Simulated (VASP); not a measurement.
# Al2O3 (P-6m2) in VASP: notebook, part 2 of 2

VASP 6.6.1. The steps go on from the part before.

## 3. Single point, r2SCAN

This run uses another cell than the first one, of the same volume but with other edges.

Contents of POSCAR:

```
Al2O3
1.0
    2.6165356305      0.0000000000      0.0000000000
   -1.3082678152      2.2659863259      0.0000000000
    0.0000000000      0.0000000000      9.1256547073
Al O
2 3
Direct
    0.0000000000      0.0000000000      0.1809441335
    0.0000000000      0.0000000000      0.8190558665
    0.3333333333      0.6666666667      0.2680062644
    0.6666666667      0.3333333333      0.0000000000
    0.3333333333      0.6666666667      0.7319937356
```

Contents of INCAR.step1:

```
PREC = Accurate
ENCUT = 520
ISMEAR = 0
SIGMA = 0.05
LREAL = F
LASPH = T
NELM = 60
NBANDS = 20
GGA = PE
ALGO = Normal
EDIFF = 1E-4
LWAVE = T
LCHARG = F
```

Contents of INCAR.step2:

```
PREC = Accurate
ENCUT = 520
EDIFF = 1E-6
ISMEAR = 0
SIGMA = 0.05
LREAL = F
LASPH = T
NELM = 60
ALGO = Normal
ISIF = 2
LWAVE = F
LCHARG = F
METAGGA = R2SCAN
LMIXTAU = T
NBANDS = 20
ISTART = 1
```

Contents of KPOINTS:

```
regular mesh
0
Gamma
  12 12 4
```

Potentials or basis: VASP PAW PBE potentials, release 64 (Al, O).

Command:

```bash
> cat potpaw_PBE.64/Al/POTCAR potpaw_PBE.64/O/POTCAR > POTCAR
> cp INCAR.step1 INCAR
> mpirun -np 1 vasp_std > vasp.out
> cp INCAR.step2 INCAR
> mpirun -np 1 vasp_std > vasp.out
```

OUTCAR:

```text
PREC = Accurate
   ENCUT = 520
   EDIFF = 1E-6
   ISMEAR = 0
   LREAL = F
   LASPH = T
   NELM = 60
   ISIF = 2
   METAGGA = R2SCAN
   ISTART = 1

 ion  position               nearest neighbor table
   1  0.000  0.000  0.181-   3 1.71   3 1.71   3 1.71   4 2.24   4 2.24   4 2.24   2 3.30
   2  0.000  0.000  0.819-   5 1.71   5 1.71   5 1.71   4 2.24   4 2.24   4 2.24   1 3.30
   3  0.333  0.667  0.268-   1 1.71   1 1.71   1 1.71
   4  0.667  0.333  0.000-   1 2.24   2 2.24   1 2.24   2 2.24   1 2.24   2 2.24
   5  0.333  0.667  0.732-   2 1.71   2 1.71   2 1.71

  LATTYP: Found a hexagonal cell.
 ALAT       =     2.6165356305
 C/A-ratio  =     3.4876860078

  Lattice vectors:

 A1 = (   2.6165356305,   0.0000000000,   0.0000000000)
 A2 = (  -1.3082678152,   2.2659863259,   0.0000000000)
 A3 = (   0.0000000000,   0.0000000000,   9.1256547073)

Analysis of symmetry for initial positions (statically):
=====================================================================
 Subroutine PRICEL returns:
 Original cell was already a primitive cell.

 Routine SETGRP: Setting up the symmetry group for a
 hexagonal supercell.

 Subroutine GETGRP returns: Found 12 space group operations
 (whereof 12 operations were pure point group operations)
 out of a pool of 24 trial point group operations.

The static configuration has the point symmetry D_3h.

Analysis of symmetry for dynamics (positions and initial velocities):
=====================================================================
 Subroutine PRICEL returns:
 Original cell was already a primitive cell.

 Routine SETGRP: Setting up the symmetry group for a
 hexagonal supercell.

 Subroutine GETGRP returns: Found 12 space group operations
 (whereof 12 operations were pure point group operations)
 out of a pool of 24 trial point group operations.

The dynamic configuration has the point symmetry D_3h.

 Subroutine INISYM returns: Found 12 space group operations
 (whereof 12 operations are pure point group operations),
 and found     1 'primitive' translations

----------------------------------------------------------------------------------------

                                     Primitive cell

  volume of cell :      54.1063

  direct lattice vectors                    reciprocal lattice vectors
     2.616535631  0.000000000  0.000000000     0.382184744  0.220654465  0.000000000
    -1.308267815  2.265986326  0.000000000     0.000000000  0.441308930  0.000000000
     0.000000000  0.000000000  9.125654707     0.000000000  0.000000000  0.109581179

  length of vectors
     2.616535631  2.616535630  9.125654707     0.441308930  0.441308930  0.109581179

  position of ions in fractional coordinates (direct lattice)
     0.000000000  0.000000000  0.180944133
     0.000000000  0.000000000  0.819055867
     0.333333333  0.666666667  0.268006264
     0.666666667  0.333333333  0.000000000
     0.333333333  0.666666667  0.731993736

  ion indices of the primitive-cell ions
   primitive index   ion index
                 1           1
                 2           2
                 3           3
[... 26 lines left out ...]

 Found     57 irreducible k-points:

 Following reciprocal coordinates:
            Coordinates               Weight
  0.000000  0.000000  0.000000      1.000000
  0.083333  0.000000  0.000000      6.000000
  0.166667  0.000000  0.000000      6.000000
  0.250000  0.000000  0.000000      6.000000
  0.333333  0.000000  0.000000      6.000000
  0.416667  0.000000  0.000000      6.000000
[... 16 lines left out ...]
  0.250000  0.000000  0.250000     12.000000
  0.333333  0.000000  0.250000     12.000000
 [... further k-points ...]
   k-points           NKPTS =     57   k-points in BZ     NKDIM =     57   number of bands    NBANDS=     20
   number of dos      NEDOS =    301   number of ions     NIONS =      5
   total plane-waves  NPLWV =  28000
   dimension x,y,z NGX =    20 NGY =   20 NGZ =   70
   dimension x,y,z NGXF=    40 NGYF=   40 NGZF=  140
   ions per type =               2   3
   NGX,Y,Z   is equivalent  to a cutoff of  12.71, 12.71, 12.75 a.u.
   NGXF,Y,Z  is equivalent  to a cutoff of  25.41, 25.41, 25.50 a.u.
 SYSTEM =  unknown system
   PREC   = accura    normal or accurate (medium, high low for compatibility)
   ISTART =      1    job   : 0-new  1-cont  2-samecut
   ICHARG =      0    charge: 1-file 2-atom 10-const
   ISPIN  =      1    spin polarized calculation?
   LNONCOLLINEAR =      F non collinear calculations
   LSORBIT =      F    spin-orbit coupling
   LASPH  =      T    aspherical Exc in radial PAW
   ENCUT  =  520.0 eV  38.22 Ry    6.18 a.u.   4.87  4.87 16.97*2*pi/ulx,y,z
   NELM   =     60;   NELMIN=  2; NELMDL=  0     # of ELM steps
   EDIFF  = 0.1E-05   stopping-criterion for ELM
   LREAL  =      F    real-space projection
   EDIFFG = 0.1E-04   stopping-criterion for IOM
   NSW    =      0    number of steps for IOM
   IBRION =     -1    ionic relax: 0-MD 1-quasi-New 2-CG
   NFREE  =      0    steps in history (QN), initial steepest desc. (CG)
   ISIF   =      2    stress and relaxation
   ISYM   =      2    0-nonsym 1-usesym 2-fastsym
   POTIM  = 0.5000    time-step for ionic-motion
   TEBEG  =    0.0;   TEEND  =   0.0 temperature during run
   PSTRESS=    0.0 pullay stress
   NELECT =      24.0000    total number of electrons
   NUPDOWN=      -1.0000    fix difference up-down
   EMIN   =  10.00;   EMAX   =-10.00  energy-range for DOS
   EFERMI =   0.00;   METHOD = LEGACY
   ISMEAR =     0;   SIGMA  =   0.05  broadening in eV -4-tet -1-fermi 0-gaus
   EFERMI_NEDOS =   21; number of points for ismear=-14 and -15
   IALGO  =     38    algorithm
   IMIX   =      4    mixing-type and parameters
     AMIX     =   0.40;   BMIX     =  1.00
     AMIX_MAG =   1.60;   BMIX_MAG =  1.00
  volume/ion in A,a.u.               =      10.82        73.03
  Fermi-wavevector in a.u.,A,eV,Ry     =   1.248521  2.359363 21.208832  1.558805
  Thomas-Fermi vector in A             =   2.382604
   LORBIT       =      0    0 simple, 1 ext, 2 COOP (PROOUT), +10 PAW based schemes
   METAGGA = R2SCAN    functional components
   LHFCALC =     F    Hartree Fock is set to
   AEXX    =    0.0000 exact exchange contribution
   IVDW    =     0    specifies the selected vdW correction
   LEPSILON=     F    determine dielectric tensor
   LRPA    =     F    only Hartree local field effects (RPA)
 non-spin polarized calculation
 Gauss-broadening in eV      SIGMA  =   0.05
  energy-cutoff  :      520.00
  volume of cell :       54.11
 maximum number of plane-waves:      1488
 NGX is ok and might be reduce to    20

 number of electron      24.0000006 magnetization

 Free energy of the ion-electron system (eV)
  ---------------------------------------------------
  ext. energy  EPLUGINS =         0.00000000
  ---------------------------------------------------
  free energy    TOTEN  =       -44.06304608 eV

  energy without entropy =      -44.06304608  energy(sigma->0) =      -44.06304608

 E-fermi :   4.3244     XC(G=0): -10.1558

 val. band max:        4.1121587176   @ k =   0.0000   0.0000   0.2500
 cond. band min:       8.1004382663   @ k =   0.0000   0.0000   0.0000
 fundamental gap:      3.9882795486
 Fermi energy:         4.3243615175

 k-point     1 :       0.0000    0.0000    0.0000
  band No.  band energies     occupation
      1     -18.0387      2.00000
      2     -17.8662      2.00000
      3     -15.3386      2.00000
      4      -3.9260      2.00000
      5      -1.5303      2.00000
      6       0.9817      2.00000
[... 541 lines left out ...]
     19      18.3623      0.00000
     20      18.9243      0.00000

 [... further k-points ...]

------------------------ aborting loop because EDIFF is reached ----------------------------------------

  FORCE on cell =-STRESS in cart. coord.  units (eV):
  Direction    XX          YY          ZZ          XY          YZ          ZX
  --------------------------------------------------------------------------------------
  -------------------------------------------------------------------------------------
  Total       18.1287095     18.1287095    -14.1784412      0.0000000      0.0000000     -0.0000000
  in kB      536.8210075    536.8210075   -419.8470433      0.0000000      0.0000000     -0.0000000
  external PRESSURE =     217.9316572 kB  Pullay stress =       0.0000000 kB

 VOLUME and BASIS-vectors are now :
 -----------------------------------------------------------------------------
  energy-cutoff  :      520.00
  volume of cell :       54.11
      direct lattice vectors                 reciprocal lattice vectors
     2.616535631  0.000000000  0.000000000     0.382184744  0.220654465  0.000000000
    -1.308267815  2.265986326  0.000000000     0.000000000  0.441308930  0.000000000
     0.000000000  0.000000000  9.125654707     0.000000000  0.000000000  0.109581179

 POSITION                                       TOTAL-FORCE (eV/Angst)
 -----------------------------------------------------------------------------------
      0.00000      0.00000      1.65123         0.000000     -0.000000     -3.649205
      0.00000      0.00000      7.47442         0.000000      0.000000      3.649205
     -0.00000      1.51066      2.44573        -0.000000     -0.000000     -0.407077
      1.30827      0.75533      0.00000        -0.000000      0.000000     -0.000000
     -0.00000      1.51066      6.67992         0.000000     -0.000000      0.407077
 -----------------------------------------------------------------------------------
    total drift:                                0.000004     -0.000002     -0.000000

  FREE ENERGIE OF THE ION-ELECTRON SYSTEM (eV)
  ---------------------------------------------------
  free  energy   TOTEN  =       -44.0630460785 eV

  energy  without entropy=      -44.0630460785  energy(sigma->0) =      -44.06304608
```

Run time: 1.9 min. Hardware: 1 thread of Intel Xeon 6975P-C (Granite Rapids), shared host; peak memory 0.19 GiB.

What came out:

| Item | Value |
| --- | --- |
| Free energy | -44.0630 eV |
| Pressure | 21.8 GPa |
| Largest force | 3.649 eV/Å |
| Band gap on the k mesh | 3.99 eV |

Forces on the atoms (eV/Å):
```
Al   0.000  0.000 -3.649
Al   0.000  0.000  3.649
O    0.000  0.000 -0.407
O    0.000  0.000  0.000
O    0.000  0.000  0.407
```

Caveat: the cell stands under pressure; the PAW data sets were made with another functional, which shifts forces and pressure a little. A k mesh can miss the band edges.
